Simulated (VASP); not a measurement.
# HfN (I-4m2) in VASP: notebook

Runs on HfN. Level: PBEsol. Tasks: single point.

Program: VASP 6.6.1. These are calculated values, not measurements. Logs are shortened: lines on timing, memory, paths and dates and some standing lists are left out, and cuts for length are marked.

## (1) The cell of the first run

It takes space group I-4m2 (No. 119, tetragonal). Conventional cell: a = 3.298 Å, b = 3.298 Å, c = 5.155 Å, α = 90.00°, β = 90.00°, γ = 90.00°. Within 2.8 Å of Hf (site symmetry -4m2) lie 4 N at 2.09 Å. N (site symmetry -4m2) has 4 Hf at 2.09 Å within 2.8 Å.

## (2) Single point, PBEsol (strain -0.050 along x and y, +0.050 along z)

INCAR

```
SYSTEM = HfN
  PREC = Accurate
  ENCUT = 520
  EDIFF = 1E-7
  ISMEAR = 0
  SIGMA = 0.15
  LREAL = .False.
  LASPH = .True.
  NELM = 80
  ALGO = Normal
  ISIF = 2
  LWAVE = .False.
  LCHARG = .True.
  GGA = PS
  LELF = .True.
  LVHAR = .True.
  NBANDS = 14
```

KPOINTS

```
regular mesh
0
Gamma
  16 16 16
  0 0 0
```

POSCAR

```
HfN
1.0
    0.0000000000      2.3320809000      2.5775631000
    2.3320809000      0.0000000000      2.5775631000
    2.3320809000      2.3320809000      0.0000000000
Hf N
1 1
Direct
    0.0000000000      0.0000000000      0.0000000000
    0.7500000000      0.7500000000      0.7500000000
```

Potentials or basis: VASP PAW PBE potentials, release 64 (Hf_pv, N).

Launch:

```sh
$ cat potpaw_PBE.64/Hf_pv/POTCAR potpaw_PBE.64/N/POTCAR > POTCAR
$ mpirun -np 1 vasp_std > vasp.out
```

OUTCAR:

```text
SYSTEM = HfN
   PREC = Accurate
   ENCUT = 520
   EDIFF = 1E-7
   ISMEAR = 0
   LREAL = .False.
   LASPH = .True.
   NELM = 80
   ISIF = 2
   GGA = PS

 ion  position               nearest neighbor table
   1  0.000  0.000  0.000-   2 2.09   2 2.09   2 2.09   2 2.09
   2  0.750  0.750  0.750-   1 2.09   1 2.09   1 2.09   1 2.09

  LATTYP: Found a body centered tetragonal cell.
 ALAT       =     3.2980604373
 C/A-ratio  =     1.5630781479

  Lattice vectors:

 A1 = (  -2.3320809000,   0.0000000000,   2.5775631000)
 A2 = (   2.3320809000,   0.0000000000,   2.5775631000)
 A3 = (   0.0000000000,   2.3320809000,  -2.5775631000)

Analysis of symmetry for initial positions (statically):
=====================================================================
 Subroutine PRICEL returns:
 Original cell was already a primitive cell.

 Routine SETGRP: Setting up the symmetry group for a
 body centered tetragonal supercell.

 Subroutine GETGRP returns: Found  8 space group operations
 (whereof  8 operations were pure point group operations)
 out of a pool of 16 trial point group operations.

The static configuration has the point symmetry D_2d.

Analysis of symmetry for dynamics (positions and initial velocities):
=====================================================================
 Subroutine PRICEL returns:
 Original cell was already a primitive cell.

 Routine SETGRP: Setting up the symmetry group for a
 body centered tetragonal supercell.

 Subroutine GETGRP returns: Found  8 space group operations
 (whereof  8 operations were pure point group operations)
 out of a pool of 16 trial point group operations.

The dynamic configuration has the point symmetry D_2d.

 Subroutine INISYM returns: Found  8 space group operations
 (whereof  8 operations are pure point group operations),
 and found     1 'primitive' translations

----------------------------------------------------------------------------------------

                                     Primitive cell

  volume of cell :      28.0367

  direct lattice vectors                    reciprocal lattice vectors
     0.000000000  2.332080900  2.577563100    -0.214400795  0.214400795  0.193981672
     2.332080900  0.000000000  2.577563100     0.214400795 -0.214400795  0.193981672
     2.332080900  2.332080900  0.000000000     0.214400795  0.214400795 -0.193981672

  length of vectors
     3.475979410  3.475979410  3.298060437     0.359950401  0.359950401  0.359950401

  position of ions in fractional coordinates (direct lattice)
     0.000000000  0.000000000  0.000000000
     0.750000000  0.750000000  0.750000000

  ion indices of the primitive-cell ions
   primitive index   ion index
                 1           1
                 2           2

----------------------------------------------------------------------------------------

 KPOINTS: regular mesh

Automatic generation of k-mesh.
 Grid dimensions read from file:
 generate k-points for:   16   16   16

 Generating k-lattice:

  Cartesian coordinates                     Fractional coordinates (reciprocal lattice)
    -0.013400050  0.013400050  0.012123855     0.062500000 -0.000000000  0.000000000
     0.013400050 -0.013400050  0.012123855    -0.000000000  0.062500000  0.000000000
     0.013400050  0.013400050 -0.012123855     0.000000000  0.000000000  0.062500000

  Length of vectors
     0.022496900  0.022496900  0.022496900

  Shift w.r.t. Gamma in fractional coordinates (k-lattice)
     0.000000000  0.000000000  0.000000000

 Subroutine IBZKPT returns following result:
 ===========================================

 Found    349 irreducible k-points:

 Following reciprocal coordinates:
            Coordinates               Weight
  0.000000  0.000000  0.000000      1.000000
  0.062500  0.000000  0.000000      8.000000
  0.125000  0.000000  0.000000      8.000000
  0.187500  0.000000  0.000000      8.000000
  0.250000  0.000000  0.000000      8.000000
  0.312500  0.000000  0.000000      8.000000
[... 16 lines left out ...]
 -0.125000  0.062500  0.000000      8.000000
 -0.062500  0.062500  0.000000      4.000000
 [... further k-points ...]
   k-points           NKPTS =    349   k-points in BZ     NKDIM =    349   number of bands    NBANDS=     14
   number of dos      NEDOS =    301   number of ions     NIONS =      2
   total plane-waves  NPLWV =  21952
   dimension x,y,z NGX =    28 NGY =   28 NGZ =   28
   dimension x,y,z NGXF=    56 NGYF=   56 NGZF=   56
   ions per type =               1   1
   NGX,Y,Z   is equivalent  to a cutoff of  13.39, 13.39, 14.11 a.u.
   NGXF,Y,Z  is equivalent  to a cutoff of  26.78, 26.78, 28.23 a.u.
 SYSTEM =  HfN
   PREC   = accura    normal or accurate (medium, high low for compatibility)
   ISTART =      0    job   : 0-new  1-cont  2-samecut
   ICHARG =      2    charge: 1-file 2-atom 10-const
   ISPIN  =      1    spin polarized calculation?
   LNONCOLLINEAR =      F non collinear calculations
   LSORBIT =      F    spin-orbit coupling
   LASPH  =      T    aspherical Exc in radial PAW
   ENCUT  =  520.0 eV  38.22 Ry    6.18 a.u.   6.46  6.46  6.13*2*pi/ulx,y,z
   NELM   =     80;   NELMIN=  2; NELMDL= -5     # of ELM steps
   EDIFF  = 0.1E-06   stopping-criterion for ELM
   LREAL  =      F    real-space projection
   EDIFFG = 0.1E-05   stopping-criterion for IOM
   NSW    =      0    number of steps for IOM
   IBRION =     -1    ionic relax: 0-MD 1-quasi-New 2-CG
   NFREE  =      0    steps in history (QN), initial steepest desc. (CG)
   ISIF   =      2    stress and relaxation
   ISYM   =      2    0-nonsym 1-usesym 2-fastsym
   POTIM  = 0.5000    time-step for ionic-motion
   TEBEG  =    0.0;   TEEND  =   0.0 temperature during run
   PSTRESS=    0.0 pullay stress
   NELECT =      15.0000    total number of electrons
   NUPDOWN=      -1.0000    fix difference up-down
   EMIN   =  10.00;   EMAX   =-10.00  energy-range for DOS
   EFERMI =   0.00;   METHOD = LEGACY
   ISMEAR =     0;   SIGMA  =   0.15  broadening in eV -4-tet -1-fermi 0-gaus
   EFERMI_NEDOS =   21; number of points for ismear=-14 and -15
   IALGO  =     38    algorithm
   IMIX   =      4    mixing-type and parameters
     AMIX     =   0.40;   BMIX     =  1.00
     AMIX_MAG =   1.60;   BMIX_MAG =  1.00
  volume/ion in A,a.u.               =      14.02        94.60
  Fermi-wavevector in a.u.,A,eV,Ry     =   1.329015  2.511473 24.031695  1.766280
  Thomas-Fermi vector in A             =   2.458209
   LORBIT       =      0    0 simple, 1 ext, 2 COOP (PROOUT), +10 PAW based schemes
   GGA     = PS    functional components
   LHFCALC =     F    Hartree Fock is set to
   AEXX    =    0.0000 exact exchange contribution
   IVDW    =     0    specifies the selected vdW correction
   LEPSILON=     F    determine dielectric tensor
   LRPA    =     F    only Hartree local field effects (RPA)
 non-spin polarized calculation
 Gauss-broadening in eV      SIGMA  =   0.15
  energy-cutoff  :      520.00
  volume of cell :       28.04
 maximum number of plane-waves:       772
 NGX is ok and might be reduce to    28
   NGX = 13   NGY = 13   NGZ = 13

 number of electron      15.0000001 magnetization

 Free energy of the ion-electron system (eV)
  ---------------------------------------------------
  ext. energy  EPLUGINS =         0.00000000
  ---------------------------------------------------
  free energy    TOTEN  =       -22.16473127 eV

  energy without entropy =      -22.15617735  energy(sigma->0) =      -22.16045431

 E-fermi :   6.0472     XC(G=0): -11.6613

 val. band max:        6.0457795693   @ k =   0.1250   0.0000   0.0625
 cond. band min:       6.0563133825   @ k =  -0.3750   0.2500   0.0000
 fundamental gap:      0.0105338132
 Fermi energy:         6.0471707477

 k-point     1 :       0.0000    0.0000    0.0000
  band No.  band energies     occupation
      1     -24.8583      2.00000
      2     -24.8506      2.00000
      3     -24.8506      2.00000
      4     -10.3294      2.00000
      5       0.1943      2.00000
      6       0.5073      2.00000
      7       0.5073      2.00000
      8       5.3263      2.00000
      9       7.7309      0.00000
     10       9.0295      0.00000
     11      11.7268      0.00000
     12      13.4872      0.00000
     13      13.4872      0.00000
     14      18.5659      0.00000

 k-point     2 :       0.0625    0.0000    0.0000
  band No.  band energies     occupation
      1     -24.8775      2.00000
      2     -24.8596      2.00000
      3     -24.8523      2.00000
      4     -10.2752      2.00000
      5       0.1736      2.00000
      6       0.4563      2.00000
      7       0.5420      2.00000
      8       5.5382      2.00000
      9       7.6978      0.00000
     10       8.9233      0.00000
     11      11.8071      0.00000
     12      13.4163      0.00000
     13      13.5828      0.00000
     14      18.5583      0.00000

 k-point     3 :       0.1250    0.0000    0.0000
  band No.  band energies     occupation
      1     -24.9448      2.00000
      2     -24.8717      2.00000
      3     -24.8571      2.00000
      4     -10.1232      2.00000
      5       0.0342      2.00000
      6       0.4463      2.00000
      7       0.6398      2.00000
      8       6.0671      0.85088
      9       7.6628      0.00000
     10       8.6744      0.00000
     11      11.9251      0.00000
     12      13.3086      0.00000
     13      13.7611      0.00000
     14      17.7265      0.00000
[... 324 lines left out ...]
 k-point    23 :      -0.1250    0.0625    0.0000
  band No.  band energies     occupation
      1     -25.0014      2.00000
      2     -24.8861      2.00000
      3     -24.8552      2.00000
      4     -10.0103      2.00000
      5      -0.1130      2.00000
      6       0.4947      2.00000
      7       0.6890      2.00000
      8       6.4371      0.00024
      9       8.0759      0.00000
     10       8.2667      0.00000
     11      11.9756      0.00000
     12      13.0294      0.00000
     13      13.9997      0.00000
     14      17.0811      0.00000

 k-point    24 :      -0.0625    0.0625    0.0000
  band No.  band energies     occupation
      1     -24.9197      2.00000
      2     -24.8704      2.00000
      3     -24.8519      2.00000
      4     -10.1861      2.00000
      5       0.1330      2.00000
      6       0.3823      2.00000
      7       0.5848      2.00000
      8       5.8775      1.89029
      9       7.8978      0.00000
     10       8.6128      0.00000
     11      11.8647      0.00000
     12      13.2148      0.00000
     13      13.8134      0.00000
     14      18.3313      0.00000

 [... further k-points ...]

------------------------ aborting loop because EDIFF is reached ----------------------------------------

  FORCE on cell =-STRESS in cart. coord.  units (eV):
  Direction    XX          YY          ZZ          XY          YZ          ZX
  --------------------------------------------------------------------------------------
  -------------------------------------------------------------------------------------
  Total        1.7794259      1.7794259     -1.1633765      0.0000000      0.0000000      0.0000000
  in kB      101.6866546    101.6866546    -66.4820387      0.0000000      0.0000000      0.0000000
  external PRESSURE =      45.6304235 kB  Pullay stress =       0.0000000 kB

 VOLUME and BASIS-vectors are now :
 -----------------------------------------------------------------------------
  energy-cutoff  :      520.00
  volume of cell :       28.04
      direct lattice vectors                 reciprocal lattice vectors
     0.000000000  2.332080900  2.577563100    -0.214400795  0.214400795  0.193981672
     2.332080900  0.000000000  2.577563100     0.214400795 -0.214400795  0.193981672
     2.332080900  2.332080900  0.000000000     0.214400795  0.214400795 -0.193981672

 POSITION                                       TOTAL-FORCE (eV/Angst)
 -----------------------------------------------------------------------------------
      0.00000      0.00000      0.00000         0.000000      0.000000      0.000000
      3.49812      3.49812      3.86634        -0.000000     -0.000000      0.000000
 -----------------------------------------------------------------------------------
    total drift:                               -0.000000     -0.000000     -0.000000

  FREE ENERGIE OF THE ION-ELECTRON SYSTEM (eV)
  ---------------------------------------------------
  free  energy   TOTEN  =       -22.1647312692 eV

  energy  without entropy=      -22.1561773464  energy(sigma->0) =      -22.16045431
```

Run time: 2.5 min. Hardware: 1 thread of AMD EPYC 9R14 (Zen 4), shared host; peak memory 0.24 GiB.

Results:

| Property | Result |
| --- | --- |
| Free energy | -22.1647 eV |
| Pressure | 4.6 GPa |
| Band gap on the k mesh | zero (an odd number of electrons rules out a gap without spin polarisation) |

Stress tensor (GPa, compression positive):
```
10.17  0.00  0.00
 0.00 10.17  0.00
 0.00  0.00 -6.65
```

Levels at points of the mesh, in eV from the Fermi level:
| k point | band 6 | band 7 | band 8 | band 9 | band 10 | band 11 |
| --- | --- | --- | --- | --- | --- | --- |
| (0.00, 0.00, 0.00) | -5.54 | -5.54 | -0.72 | 1.68 | 2.98 | 5.68 |
| (0.50, 0.00, 0.00) | -5.34 | -4.75 | 1.47 | 2.74 | 3.12 | 4.12 |
| (0.50, 0.50, 0.00) | -3.44 | -3.44 | -1.60 | 2.00 | 4.36 | 4.83 |
| (0.50, 0.00, 0.50) | -3.95 | -3.62 | -0.93 | 1.93 | 4.64 | 4.81 |

Caveat: the cell differs from its parent crystal (strain -0.050 along x and y, +0.050 along z); the stress differs along the axes, from -7 to 10 GPa; the PAW data sets were made with another functional, which shifts forces and pressure a little; spin-orbit coupling is left out, which moves the levels of the heavy elements; an odd number of electrons without spin polarisation forces a metal; a magnetic or distorted state may lie lower.

(Continued in part 2 of 3.)

The gap in the log of VASP goes by the Fermi energy; the results here count the filled bands.